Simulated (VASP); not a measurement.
# LiF (Fm-3m) in VASP: further runs

Runs on LiF. Level: PBEsol. Tasks: single point, relaxation of cell and atoms.

Program: VASP 6.6.1. These are calculated values, not measurements. Logs are shortened: lines on timing, memory, paths and dates and some standing lists are left out, and cuts for length are marked.

## Step 1: The cell of the first run

It takes space group Fm-3m (No. 225, cubic). Conventional cell: a = 4.008 Å, b = 4.008 Å, c = 4.008 Å, α = 90.00°, β = 90.00°, γ = 90.00°. Li (site symmetry m-3m) has 6 F at 2.00 Å within 2.7 Å. Within 2.7 Å of F (site symmetry m-3m) lie 6 Li at 2.00 Å.

## Step 2: Single point, PBEsol

INCAR

```
SYSTEM = LiF
PREC     = Accurate       ! precision mode
ENCUT    = 520            ! plane-wave cutoff, eV
EDIFF    = 1E-7           ! SCF threshold, eV
ISMEAR   = -1             ! smearing method
SIGMA    = 0.05           ! smearing width, eV
LREAL    = .FALSE.        ! projectors in reciprocal space
LASPH    = .TRUE.         ! aspherical terms in the spheres
NELM     = 80             ! most SCF steps
ALGO     = Normal         ! electronic algorithm
ISIF     = 2              ! what is computed and relaxed
LWAVE    = .FALSE.        ! write WAVECAR
LCHARG   = .FALSE.        ! write CHGCAR
GGA      = PS             ! functional
NBANDS   = 12             ! bands
```

KPOINTS

```
regular mesh
0
G
  16 16 16
  0 0 0
```

POSCAR

```
LiF
1.0
    0.0000000000      2.0039699849      2.0039699849
    2.0039699849      0.0000000000      2.0039699849
    2.0039699849      2.0039699849      0.0000000000
Li F
1 1
Direct
    0.0000000000      0.0000000000      0.0000000000
    0.5000000000      0.5000000000      0.5000000000
```

Potentials or basis: VASP PAW PBE potentials, release 64 (Li_sv, F).

Command:

```bash
> cat potpaw_PBE.64/Li_sv/POTCAR potpaw_PBE.64/F/POTCAR > POTCAR
> mpirun -np 1 vasp_std > vasp.out
```

OUTCAR:

```text
SYSTEM = LiF
   PREC = Accurate
   ENCUT = 520
   EDIFF = 1E-7
   ISMEAR = -1
   LREAL = .FALSE.
   LASPH = .TRUE.
   NELM = 80
   ISIF = 2
   GGA = PS

 ion  position               nearest neighbor table
   1  0.000  0.000  0.000-   2 2.00   2 2.00   2 2.00   2 2.00   2 2.00   2 2.00
   2  0.500  0.500  0.500-   1 2.00   1 2.00   1 2.00   1 2.00   1 2.00   1 2.00

  LATTYP: Found a face centered cubic cell.
 ALAT       =     4.0079399698

  Lattice vectors:

 A1 = (   0.0000000000,   2.0039699849,   2.0039699849)
 A2 = (   2.0039699849,   0.0000000000,   2.0039699849)
 A3 = (   2.0039699849,   2.0039699849,   0.0000000000)

Analysis of symmetry for initial positions (statically):
=====================================================================
 Subroutine PRICEL returns:
 Original cell was already a primitive cell.

 Routine SETGRP: Setting up the symmetry group for a
 face centered cubic supercell.

 Subroutine GETGRP returns: Found 48 space group operations
 (whereof 48 operations were pure point group operations)
 out of a pool of 48 trial point group operations.

The static configuration has the point symmetry O_h .

Analysis of symmetry for dynamics (positions and initial velocities):
=====================================================================
 Subroutine PRICEL returns:
 Original cell was already a primitive cell.

 Routine SETGRP: Setting up the symmetry group for a
 face centered cubic supercell.

 Subroutine GETGRP returns: Found 48 space group operations
 (whereof 48 operations were pure point group operations)
 out of a pool of 48 trial point group operations.

The dynamic configuration has the point symmetry O_h .

 Subroutine INISYM returns: Found 48 space group operations
 (whereof 48 operations are pure point group operations),
 and found     1 'primitive' translations

----------------------------------------------------------------------------------------

                                     Primitive cell

  volume of cell :      16.0955

  direct lattice vectors                    reciprocal lattice vectors
     0.000000000  2.003969985  2.003969985    -0.249504735  0.249504735  0.249504735
     2.003969985  0.000000000  2.003969985     0.249504735 -0.249504735  0.249504735
     2.003969985  2.003969985  0.000000000     0.249504735  0.249504735 -0.249504735

  length of vectors
     2.834041531  2.834041531  2.834041531     0.432154878  0.432154878  0.432154878

[... 83 lines left out ...]
   NSW    =      0    number of steps for IOM
   IBRION =     -1    ionic relax: 0-MD 1-quasi-New 2-CG
   NFREE  =      0    steps in history (QN), initial steepest desc. (CG)
   ISIF   =      2    stress and relaxation
   ISYM   =      2    0-nonsym 1-usesym 2-fastsym
   POTIM  = 0.5000    time-step for ionic-motion
   TEBEG  =    0.0;   TEEND  =   0.0 temperature during run
   PSTRESS=    0.0 pullay stress
   NELECT =      10.0000    total number of electrons
   NUPDOWN=      -1.0000    fix difference up-down
   EMIN   =  10.00;   EMAX   =-10.00  energy-range for DOS
   EFERMI =   0.00;   METHOD = LEGACY
   ISMEAR =    -1;   SIGMA  =   0.05  broadening in eV -4-tet -1-fermi 0-gaus
   EFERMI_NEDOS =   21; number of points for ismear=-14 and -15
   IALGO  =     38    algorithm
   IMIX   =      4    mixing-type and parameters
     AMIX     =   0.40;   BMIX     =  1.00
     AMIX_MAG =   1.60;   BMIX_MAG =  1.00
  volume/ion in A,a.u.               =       8.05        54.31
  Fermi-wavevector in a.u.,A,eV,Ry     =   1.396927  2.639809 26.550466  1.951404
  Thomas-Fermi vector in A             =   2.520233
   LORBIT       =      0    0 simple, 1 ext, 2 COOP (PROOUT), +10 PAW based schemes
   GGA     = PS    functional components
   LHFCALC =     F    Hartree Fock is set to
   AEXX    =    0.0000 exact exchange contribution
   IVDW    =     0    specifies the selected vdW correction
   LEPSILON=     F    determine dielectric tensor
   LRPA    =     F    only Hartree local field effects (RPA)
 non-spin polarized calculation
  energy-cutoff  :      520.00
  volume of cell :       16.10
 maximum number of plane-waves:       448
 NGX is ok and might be reduce to    24
   NGX = 11   NGY = 11   NGZ = 11

 number of electron      10.0000000 magnetization

 number of electron       9.9999994 magnetization

 Free energy of the ion-electron system (eV)
  ---------------------------------------------------
  ext. energy  EPLUGINS =         0.00000000
  ---------------------------------------------------
  free energy    TOTEN  =        -9.85227360 eV

  energy without entropy =       -9.85227360  energy(sigma->0) =       -9.85227360

 E-fermi :   0.1389     XC(G=0): -10.2776

 val. band max:       -1.0159755317   @ k =  -0.0625   0.0625   0.0000
 cond. band min:       8.0384877467   @ k =   0.0000   0.0000   0.0000
 fundamental gap:      9.0544632784
 Fermi energy:         0.1389285705

 k-point     1 :       0.0000    0.0000    0.0000
  band No.  band energies     occupation
      1     -41.1938      2.00000
      2     -20.9216      2.00000
      3      -1.0170      2.00000
      4      -1.0170      2.00000
      5      -1.0170      2.00000
      6       8.0385      0.00000
      7      23.0038      0.00000
      8      23.0038      0.00000
      9      23.0038      0.00000
     10      23.2381      0.00000
     11      23.2381      0.00000
     12      23.2381      0.00000
[... 331 lines left out ...]
 k-point    24 :      -0.0625    0.0625    0.0000
  band No.  band energies     occupation
      1     -41.1872      2.00000
      2     -20.8804      2.00000
      3      -1.2973      2.00000
      4      -1.1012      2.00000
      5      -1.0160      2.00000
      6       8.3440      0.00000
      7      20.3234      0.00000
      8      21.1641      0.00000
      9      22.0879      0.00000
     10      23.5287      0.00000
     11      24.1426      0.00000
     12      25.4568      0.00000

 [... further k-points ...]
[... 5 lines left out ...]
  --------------------------------------------------------------------------------------
  -------------------------------------------------------------------------------------
  Total       -0.0278423     -0.0278423     -0.0278423     -0.0000000     -0.0000000      0.0000000
  in kB       -2.7714816     -2.7714816     -2.7714816     -0.0000000     -0.0000000      0.0000000
  external PRESSURE =      -2.7714816 kB  Pullay stress =       0.0000000 kB

 VOLUME and BASIS-vectors are now :
 -----------------------------------------------------------------------------
  energy-cutoff  :      520.00
  volume of cell :       16.10
      direct lattice vectors                 reciprocal lattice vectors
     0.000000000  2.003969985  2.003969985    -0.249504735  0.249504735  0.249504735
     2.003969985  0.000000000  2.003969985     0.249504735 -0.249504735  0.249504735
     2.003969985  2.003969985  0.000000000     0.249504735  0.249504735 -0.249504735

 POSITION                                       TOTAL-FORCE (eV/Angst)
 -----------------------------------------------------------------------------------
      0.00000      0.00000      0.00000         0.000000      0.000000     -0.000000
      2.00397      2.00397      2.00397        -0.000000     -0.000000      0.000000
 -----------------------------------------------------------------------------------
    total drift:                               -0.000000     -0.000000      0.000000

  FREE ENERGIE OF THE ION-ELECTRON SYSTEM (eV)
  ---------------------------------------------------
  free  energy   TOTEN  =        -9.8522735985 eV

  energy  without entropy=       -9.8522735985  energy(sigma->0) =       -9.85227360
```

OSZICAR:

```text
N       E                     dE             d eps       ncg     rms          rms(c)
DAV:   1     0.304589368056E+02    0.30459E+02   -0.54182E+03  3660   0.841E+02
DAV:   2    -0.921029230277E+01   -0.39669E+02   -0.38855E+02  4220   0.186E+02
DAV:   3    -0.102663608843E+02   -0.10561E+01   -0.10530E+01  4540   0.264E+01
DAV:   4    -0.102779174486E+02   -0.11557E-01   -0.11556E-01  3984   0.296E+00
DAV:   5    -0.102780508348E+02   -0.13339E-03   -0.13339E-03  4516   0.229E-01    0.406E+00
DAV:   6    -0.985163036309E+01    0.42642E+00   -0.19926E+00  3920   0.872E+00    0.138E+00
DAV:   7    -0.984988085550E+01    0.17495E-02   -0.16249E-02  4644   0.112E+00    0.836E-01
DAV:   8    -0.985220598860E+01   -0.23251E-02   -0.11666E-02  4428   0.119E+00    0.105E-01
DAV:   9    -0.985222611254E+01   -0.20124E-04   -0.10217E-03  4080   0.281E-01    0.426E-02
DAV:  10    -0.985227294684E+01   -0.46834E-04   -0.10264E-04  3992   0.757E-02    0.857E-03
DAV:  11    -0.985227342480E+01   -0.47796E-06   -0.38129E-06  4472   0.197E-02    0.208E-03
DAV:  12    -0.985227362032E+01   -0.19553E-06   -0.63542E-07  3960   0.718E-03    0.114E-03
DAV:  13    -0.985227359852E+01    0.21801E-07   -0.75090E-08  2348   0.223E-03
   1 F= -.98522736E+01 E0= -.98522736E+01  d E =-.946328E-11
```

Run time: 61 s. Hardware: 1 thread of AMD EPYC 7R13, shared host; peak memory 0.12 GiB.

What came out:

- Free energy: -9.8523 eV
- Band gap on the k mesh: 9.05 eV, indirect (the least direct gap lies 1.0 meV higher)

Levels at points of the mesh, in eV from the valence-band top:
| k point | band 3 | band 4 | band 5 | band 6 | band 7 | band 8 |
| --- | --- | --- | --- | --- | --- | --- |
| (0.00, 0.00, 0.00) | 0.00 | 0.00 | 0.00 | 9.05 | 24.02 | 24.02 |
| (0.50, 0.00, 0.00) | -2.61 | -0.24 | -0.24 | 10.65 | 16.73 | 18.86 |
| (0.50, 0.50, 0.00) | -3.13 | -1.04 | -1.04 | 14.77 | 16.26 | 17.51 |

Caveat: the cutoff is under 1.25 times the usual one of these potentials, so pressure, stress and relaxed cells hold a basis-set (Pulay) error; the PAW data sets were made with another functional, which shifts forces and pressure a little. PBEsol gaps usually lie below the measured ones, often by a third to a half.

## Step 3: Relaxation of cell and atoms, PBEsol

This run uses another cell than the first one, of 8.17 Å³/atom, 1.015 times its volume.

INCAR

```
ALGO = Normal
EDIFF = 1E-7
EDIFFG = -0.002
ENCUT = 600
GGA = PS
IBRION = 2
ISIF = 3
ISMEAR = -1
LASPH = T
LCHARG = F
LREAL = F
LWAVE = F
NELM = 60
NSW = 100
PREC = Accurate
SIGMA = 0.05
```

KPOINTS

```
k-points
0
Gamma
  16 16 16
```

POSCAR

```
LiF
1.0
    0.0000000000      2.0140000000      2.0140000000
    2.0140000000      0.0000000000      2.0140000000
    2.0140000000      2.0140000000      0.0000000000
Li F
1 1
Direct
    0.0000000000      0.0000000000      0.0000000000
    0.5000000000      0.5000000000      0.5000000000
```

Potentials or basis: VASP PAW PBE potentials, release 64 (Li_sv, F).

Command:

```bash
> cat potpaw_PBE.64/Li_sv/POTCAR potpaw_PBE.64/F/POTCAR > POTCAR
> mpirun -np 1 vasp_std > vasp.out
```

Run time: 100 s. Hardware: 1 thread of AMD EPYC 7R13, shared host; peak memory 0.12 GiB.

Results (log left out):

- Free energy: -9.8568 eV
- Relaxed volume: 7.99 Å³/atom
- Relaxed cell: a = 2.827 Å, b = 2.827 Å, c = 2.827 Å, α = 60.00°, β = 60.00°, γ = 60.00°
- Space group after relaxing (to 0.05 Å): Fm-3m (No. 225)
- Energy gained by relaxing: 0.9 meV/atom
- Ionic steps: 4
- Pressure after relaxing: 0.0 GPa
- Band gap on the k mesh: 9.12 eV, indirect (the least direct gap lies 1.0 meV higher)

Step by step:
```tsv
step	energy change (eV)	largest force (eV/Å)	pressure (GPa)	volume (Å³)
1	0.0000	0.0000	-1.61	16.34
2	-0.0014	0.0000	-0.77	16.15
3	-0.0018	0.0000	0.08	15.96
4	-0.0019	0.0000	0.00	15.97
```

Final structure:
```yaml
crystal:
  lattice:
    - [0.00000, 1.99884, 1.99884]
    - [1.99884, 0.00000, 1.99884]
    - [1.99884, 1.99884, 0.00000]
  atoms:
    - { symbol: Li, position: [0.00000, 0.00000, 0.00000] }
    - { symbol: F, position: [0.50000, 0.50000, 0.50000] }
```

Levels at points of the mesh, in eV from the valence-band top:
| k point | band 1 | band 2 | band 3 | band 4 | band 5 | band 6 | band 7 | band 8 | band 9 |
| --- | --- | --- | --- | --- | --- | --- | --- | --- | --- |
| (0.00, 0.00, 0.00) | -40.16 | -19.93 | 0.00 | 0.00 | 0.00 | 9.12 | 24.12 | 24.12 | 24.12 |
| (0.50, 0.00, 0.00) | -40.09 | -19.47 | -2.63 | -0.24 | -0.24 | 10.69 | 16.82 | 18.92 | 18.92 |
| (0.50, 0.50, 0.00) | -40.07 | -19.18 | -3.16 | -1.05 | -1.05 | 14.84 | 16.30 | 17.60 | 20.35 |

Caveat: the cutoff is under 1.25 times the usual one of these potentials, so pressure, stress and relaxed cells hold a basis-set (Pulay) error; the PAW data sets were made with another functional, which shifts forces and pressure a little. A k mesh can miss the band edges.
